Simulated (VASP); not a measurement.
# ZnAu (Pm-3m) in VASP: further runs, part 3 of 3

VASP 6.6.1.

### Step 5. Electric field gradients, PBEsol (16.52 Å³/atom)

This run uses another cell than the first one, of 16.52 Å³/atom.

The input, INCAR:

```
ALGO     = Normal         # electronic algorithm
EDIFF    = 1E-8           # SCF threshold, eV
ENCUT    = 520            # plane-wave cutoff, eV
GGA      = PS             # functional
ISIF     = 2              # what is computed and relaxed
ISMEAR   = -1             # smearing method
LASPH    = T              # aspherical terms in the spheres
LCHARG   = F              # write CHGCAR
LEFG     = T            
LREAL    = F              # projectors in reciprocal space
LWAVE    = F              # write WAVECAR
NBANDS   = 18             # bands
NELM     = 80             # most SCF steps
PREC     = Accurate       # precision mode
SIGMA    = 0.05           # smearing width, eV
```

The input, KPOINTS:

```
k-points
0
Gamma
  13 13 13
```

The input, POSCAR:

```
ZnAu
1.0
    3.2087215522      0.0000000000      0.0000000000
    0.0000000000      3.2087215522      0.0000000000
    0.0000000000      0.0000000000      3.2087215522
Zn Au
1 1
Direct
    0.5000000000      0.5000000000      0.5000000000
    0.0000000000      0.0000000000      0.0000000000
```

Potentials or basis: VASP PAW PBE potentials, release 64 (Zn, Au).

Started as:

```
cat potpaw_PBE.64/Zn/POTCAR potpaw_PBE.64/Au/POTCAR > POTCAR
mpirun -np 1 vasp_std > vasp.out
```

OUTCAR:

```text
EDIFF = 1E-8
   ENCUT = 520
   GGA = PS
   ISIF = 2
   ISMEAR = -1
   LASPH = T
   LREAL = F
   NELM = 80
   PREC = Accurate

 ion  position               nearest neighbor table
   1  0.500  0.500  0.500-   2 2.78   2 2.78   2 2.78   2 2.78   2 2.78   2 2.78   2 2.78   2 2.78

   2  0.000  0.000  0.000-   1 2.78   1 2.78   1 2.78   1 2.78   1 2.78   1 2.78   1 2.78   1 2.78

  LATTYP: Found a simple cubic cell.
 ALAT       =     3.2087215522

  Lattice vectors:

 A1 = (   3.2087215522,   0.0000000000,   0.0000000000)
 A2 = (   0.0000000000,   3.2087215522,   0.0000000000)
 A3 = (   0.0000000000,   0.0000000000,   3.2087215522)

Analysis of symmetry for initial positions (statically):
=====================================================================
 Subroutine PRICEL returns:
 Original cell was already a primitive cell.

 Routine SETGRP: Setting up the symmetry group for a
 simple cubic supercell.

 Subroutine GETGRP returns: Found 48 space group operations
 (whereof 48 operations were pure point group operations)
 out of a pool of 48 trial point group operations.

The static configuration has the point symmetry O_h .

Analysis of symmetry for dynamics (positions and initial velocities):
=====================================================================
 Subroutine PRICEL returns:
 Original cell was already a primitive cell.

 Routine SETGRP: Setting up the symmetry group for a
 simple cubic supercell.

 Subroutine GETGRP returns: Found 48 space group operations
 (whereof 48 operations were pure point group operations)
 out of a pool of 48 trial point group operations.

The dynamic configuration has the point symmetry O_h .

 Subroutine INISYM returns: Found 48 space group operations
 (whereof 48 operations are pure point group operations),
 and found     1 'primitive' translations

----------------------------------------------------------------------------------------

                                     Primitive cell

  volume of cell :      33.0367

  direct lattice vectors                    reciprocal lattice vectors
     3.208721552  0.000000000  0.000000000     0.311650601  0.000000000  0.000000000
     0.000000000  3.208721552  0.000000000     0.000000000  0.311650601  0.000000000
     0.000000000  0.000000000  3.208721552     0.000000000  0.000000000  0.311650601

  length of vectors
     3.208721552  3.208721552  3.208721552     0.311650601  0.311650601  0.311650601

  position of ions in fractional coordinates (direct lattice)
     0.500000000  0.500000000  0.500000000
     0.000000000  0.000000000  0.000000000

  ion indices of the primitive-cell ions
   primitive index   ion index
                 1           1
                 2           2

----------------------------------------------------------------------------------------

 KPOINTS: k-points

Automatic generation of k-mesh.
 Grid dimensions read from file:
 generate k-points for:   13   13   13

 Generating k-lattice:

  Cartesian coordinates                     Fractional coordinates (reciprocal lattice)
[... 70 lines left out ...]
   PSTRESS=    0.0 pullay stress
   NELECT =      23.0000    total number of electrons
   NUPDOWN=      -1.0000    fix difference up-down
   EMIN   =  10.00;   EMAX   =-10.00  energy-range for DOS
   EFERMI =   0.00;   METHOD = LEGACY
   ISMEAR =    -1;   SIGMA  =   0.05  broadening in eV -4-tet -1-fermi 0-gaus
   EFERMI_NEDOS =   21; number of points for ismear=-14 and -15
   IALGO  =     38    algorithm
   IMIX   =      4    mixing-type and parameters
     AMIX     =   0.40;   BMIX     =  1.00
     AMIX_MAG =   1.60;   BMIX_MAG =  1.00
  volume/ion in A,a.u.               =      16.52       111.47
  Fermi-wavevector in a.u.,A,eV,Ry     =   1.450949  2.741896 28.643697  2.105252
  Thomas-Fermi vector in A             =   2.568502
   LORBIT       =      0    0 simple, 1 ext, 2 COOP (PROOUT), +10 PAW based schemes
   GGA     = PS    functional components
   LHFCALC =     F    Hartree Fock is set to
   AEXX    =    0.0000 exact exchange contribution
   IVDW    =     0    specifies the selected vdW correction
   LEPSILON=     F    determine dielectric tensor
   LRPA    =     F    only Hartree local field effects (RPA)
 non-spin polarized calculation
  energy-cutoff  :      520.00
  volume of cell :       33.04
 maximum number of plane-waves:       912
 NGX is ok and might be reduce to    24
   NGX = 11   NGY = 11   NGZ = 11

 number of electron      23.0000041 magnetization

 Free energy of the ion-electron system (eV)
  ---------------------------------------------------
  ext. energy  EPLUGINS =         0.00000000
  ---------------------------------------------------
  free energy    TOTEN  =        -5.88465226 eV

  energy without entropy =       -5.87813784  energy(sigma->0) =       -5.88139505

 E-fermi :   6.2077     XC(G=0): -12.2062

 val. band max:        6.2067441456   @ k =   0.4615   0.3077   0.3077
 cond. band min:       6.2347695030   @ k =   0.3077   0.1538   0.0769
 fundamental gap:      0.0280253574
 Fermi energy:         6.2077409979

 k-point     1 :       0.0000    0.0000    0.0000
  band No.  band energies     occupation
      1      -3.9141      2.00000
      2      -1.6157      2.00000
      3      -1.6157      2.00000
      4      -1.0424      2.00000
      5      -1.0424      2.00000
      6      -1.0424      2.00000
[... 481 lines left out ...]
      5      -0.9454      2.00000
      6      -0.1358      2.00000
[... 10 lines left out ...]
     17      19.7295      0.00000
     18      19.7927      0.00000

 [... further k-points ...]

------------------------ aborting loop because EDIFF is reached ----------------------------------------

  FORCE on cell =-STRESS in cart. coord.  units (eV):
  Direction    XX          YY          ZZ          XY          YZ          ZX
  --------------------------------------------------------------------------------------
  -------------------------------------------------------------------------------------
  Total       -1.7928177     -1.7928177     -1.7928177     -0.0000000     -0.0000000      0.0000000
  in kB      -86.9462033    -86.9462033    -86.9462033     -0.0000000     -0.0000000      0.0000000
  external PRESSURE =     -86.9462033 kB  Pullay stress =       0.0000000 kB

 VOLUME and BASIS-vectors are now :
 -----------------------------------------------------------------------------
  energy-cutoff  :      520.00
  volume of cell :       33.04
      direct lattice vectors                 reciprocal lattice vectors
     3.208721552  0.000000000  0.000000000     0.311650601  0.000000000  0.000000000
     0.000000000  3.208721552  0.000000000     0.000000000  0.311650601  0.000000000
     0.000000000  0.000000000  3.208721552     0.000000000  0.000000000  0.311650601

 POSITION                                       TOTAL-FORCE (eV/Angst)
 -----------------------------------------------------------------------------------
      1.60436      1.60436      1.60436         0.000000      0.000000      0.000000
      0.00000      0.00000      0.00000         0.000000      0.000000      0.000000
 -----------------------------------------------------------------------------------
    total drift:                                0.000000      0.000000     -0.000000

  FREE ENERGIE OF THE ION-ELECTRON SYSTEM (eV)
  ---------------------------------------------------
  free  energy   TOTEN  =        -5.8846522624 eV

  energy  without entropy=       -5.8781378371  energy(sigma->0) =       -5.88139505

 Electric field gradients (V/A^2)
---------------------------------------------------------------------
 ion       V_xx      V_yy      V_zz      V_xy      V_xz      V_yz
---------------------------------------------------------------------
   1      -0.000     0.000     0.000    -0.000    -0.000    -0.000
   2       0.000    -0.000     0.000    -0.000     0.000    -0.000
---------------------------------------------------------------------

 Electric field gradients after diagonalization (V/A^2)
 (convention: |V_zz| > |V_xx| > |V_yy|)
----------------------------------------------------------------------
 ion       V_xx      V_yy      V_zz     asymmetry (V_yy - V_xx)/ V_zz
----------------------------------------------------------------------
   1       0.000    -0.000     0.000      -0.536
   2      -0.000     0.000     0.000       0.272
----------------------------------------------------------------------

           NMR quadrupolar parameters

 Cq : quadrupolar parameter    Cq=e*Q*V_zz/h
 eta: asymmetry parameters     (V_yy - V_xx)/ V_zz
 Q  : nuclear electric quadrupole moment in mb (millibarn)
----------------------------------------------------------------------
 ion       Cq(MHz)       eta       Q (mb)
----------------------------------------------------------------------
   1       0.000      -0.536       1.000
   2       0.000       0.272       1.000
----------------------------------------------------------------------
```

Run time: 19 s. Hardware: 1 thread of Intel Xeon Platinum 8259CL at 2.50GHz (Skylake/Cascade Lake), shared host; peak memory 0.18 GiB.

Results:

```
Free energy                             : -5.8847 eV
Pressure                                : -8.7 GPa
Band gap on the k mesh                  : zero (an odd number of electrons rules out a gap without spin polarisation)
Largest electric field gradient by atom : zero within the noise of the run
```

Caveat: the cell stands under tension; the PAW data sets were made with another functional, which shifts forces and pressure a little; spin-orbit coupling is left out, which moves the levels of the heavy elements.

### Step 6. Overview

| cell | gap on the mesh (eV) | pressure (GPa) |
| --- | --- | --- |
| a = 3.104 Å, 2 atoms | none | 3.7 |
| a = 3.136 Å, 2 atoms | none | -0.9 |
| a = 3.168 Å, 2 atoms | none | -4.7 |
| a = 3.209 Å, 2 atoms | none | -8.7 |

Alike in all rows: task electric field gradients; level PBEsol; potentials or basis VASP PAW PBE potentials, release 64 (Zn, Au); no spin polarisation; k mesh 13 × 13 × 13; cutoff (eV) 520; smearing fermi-dirac 0.05 eV.

Caveats: the PAW data sets were made with another functional, which shifts forces and pressure a little; spin-orbit coupling is left out, which moves the levels of the heavy elements; the cell stands under tension (at least some runs); the cell stands under pressure (at least some runs).

Total energies depend on the potentials used, so only differences within one code and one set of settings carry meaning.
